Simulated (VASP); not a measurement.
A run of VASP 6.6.1 is set up as follows.

Contents of INCAR:

```
SYSTEM = Hf
ALGO = Normal ; EDIFF = 1E-6
ENCUT = 520 ; GGA = PE
ISIF = 2 ; ISMEAR = 0
LASPH = .TRUE. ; LCHARG = .FALSE.
LREAL = .FALSE. ; LWAVE = .FALSE.
NBANDS = 17 ; NELM = 100
PREC = Accurate ; SIGMA = 0.05
```

Contents of KPOINTS:

```
k-points
0
G
  16 16 8
  0 0 0
```

POSCAR

```
Hf
1.0
    3.2053242626      0.0000000000      0.0000000000
   -1.6026621313      2.7758922388      0.0000000000
    0.0000000000      0.0000000000      5.0674525542
Hf
2
Direct
    0.3333333333      0.6666666667      0.7500000000
    0.6666666667      0.3333333333      0.2500000000
```

Potentials or basis: VASP PAW PBE potentials, release 64 (Hf_pv).

Command:

```sh
$ cat potpaw_PBE.64/Hf_pv/POTCAR > POTCAR
$ mpirun -np 1 vasp_std > vasp.out
```

**Question.** What does it give for the band gap on the k mesh?

**Answer.** Zero (bands 10 and 11 overlap by 1.52 eV).

**Question.** Predict the pressure.

**Answer.** -0.4 GPa.

Stress tensor (GPa, compression positive):
```
-0.39  0.00  0.00
 0.00 -0.39  0.00
 0.00  0.00 -0.51
```

Caveat: spin-orbit coupling is left out, which moves the levels of the heavy elements.
